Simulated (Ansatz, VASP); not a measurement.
**One calculation of SiC, two programs**

```xyz
12
Lattice="1.5476 -2.6805 0.0000 1.5476 2.6805 0.0000 0.0000 0.0000 15.1823" Properties=species:S:1:pos:R:3 pbc="T T T"
Si    1.5476   -0.8936    9.7513
Si    1.5476    0.8936    2.1601
Si    1.5476    2.6806   14.8112
Si    1.5476   -2.6806    7.2201
Si    1.5476    0.8934   12.2794
Si    1.5476   -0.8934    4.6883
C     1.5476   -2.6806   12.9071
C     1.5476    2.6806    5.3159
C     1.5476   -0.8936    7.8536
C     1.5476    0.8936    0.2625
C     1.5476    0.8935   10.3816
C     1.5476   -0.8935    2.7905
```

Alike in both runs: functional PBE; k mesh 6 × 6 × 1; occupations gaussian, width 0.1 eV; no spin polarisation.

Ansatz relaxed the structure, and its values are those at the end. VASP's run is a single point on that final structure, the one shown.

```csv
,VASP,Ansatz
version,VASP 6.6.1,Ansatz 0.2.0
potentials or method,"VASP PAW PBE potentials, release 64 (Si, C), cutoff 520 eV","scalar-relativistic, plane waves, PAW"
valence electrons in the cell,48,48
```

Ansatz gave:

| Property | Result |
| --- | --- |
| gap on the k mesh at the Fermi level (eV) | 2.03 |
| least direct gap on the mesh (eV) | 3.13 |
| pressure (GPa) | 0.0 |
| rms of the force components (eV/Å) | 0.005 |

Question: Estimate VASP's values.

Answer: gap on the k mesh at the Fermi level (eV): 2.03; least direct gap on the mesh (eV): 3.12; pressure (GPa): 0.0; rms of the force components (eV/Å): 0.005.

The functional is the same, so the differences come from potentials, cutoffs and numerics.
